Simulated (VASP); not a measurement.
Here is a VASP 6.6.1 calculation.

INCAR

```
PREC     = Accurate       # precision mode
ENCUT    = 520            # plane-wave cutoff, eV
EDIFF    = 1E-6           # SCF threshold, eV
ISMEAR   = 0              # smearing method
SIGMA    = 0.05           # smearing width, eV
LREAL    = F              # projectors in reciprocal space
LASPH    = T              # aspherical terms in the spheres
NELM     = 80             # most SCF steps
ALGO     = Normal         # electronic algorithm
ISIF     = 2              # what is computed and relaxed
LWAVE    = F              # write WAVECAR
LCHARG   = F              # write CHGCAR
GGA      = PE             # functional
NBANDS   = 16             # bands
```

Contents of KPOINTS:

```
regular mesh
0
Gamma
  9 9 6
```

The input POSCAR:

```
AlN
1.0
    3.3549000000      0.0000000000      0.0000000000
   -1.6774500000      2.9054286271      0.0000000000
    0.0000000000      0.0000000000      3.8107000000
Al N
2 2
Direct
    0.3333333333      0.6666666667      0.7500000000
    0.6666666667      0.3333333333      0.2500000000
    0.3333333333      0.6666666667      0.2500000000
    0.6666666667      0.3333333333      0.7500000000
```

Potentials or basis: VASP PAW PBE potentials, release 64 (Al, N).

Command:

```sh
$ cat potpaw_PBE.64/Al/POTCAR potpaw_PBE.64/N/POTCAR > POTCAR
$ mpirun -np 1 vasp_std > vasp.out
```

Question: What does it give for the pressure?

Answer: 17.9 GPa.

Question: What does it give for the band gap on the k mesh?

Answer: 4.01 eV, direct.

Stress tensor (GPa, compression positive):
```
 7.68  0.00  0.00
 0.00  7.68  0.00
 0.00  0.00 38.49
```

A k mesh can miss the band edges.
